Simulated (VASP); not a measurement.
Crystal: MgO.

```xyz
4
Lattice="3.3540 0.0000 0.0000 -1.6770 2.9046 0.0000 0.0000 0.0000 5.1351" Properties=species:S:1:pos:R:3 pbc="T T T"
Mg    0.0000    1.9364   -0.0468
Mg    1.6770    0.9682    2.5207
O     0.0000    1.9364    1.9725
O     1.6770    0.9682    4.5400
```

This cell differs from its parent crystal: strain +2.0%.

Base run:

* Program: VASP 6.6.1
* Functional: PBE
* Potentials or basis: VASP PAW PBE potentials, release 64 (Mg, O)
* Cutoff: 520 eV
* k mesh: 12 × 12 × 6
* Occupations: fermi-dirac, width 0.02 eV
* Spin: no spin polarisation

Its results: band gap on the k mesh 3.23 eV, direct; pressure -3.4 GPa.

Problem. The run is repeated on the same cell with these changes: functional from PBE to r2SCAN; occupations from fermi-dirac, width 0.02 eV to gaussian, width 0.01 eV. What comes out?

Solution. Band gap on the k mesh 3.88 eV, direct; pressure -7.2 GPa.

Caveats: the PAW data sets were made with another functional, which shifts forces and pressure a little (some runs).

A k mesh can miss the band edges.
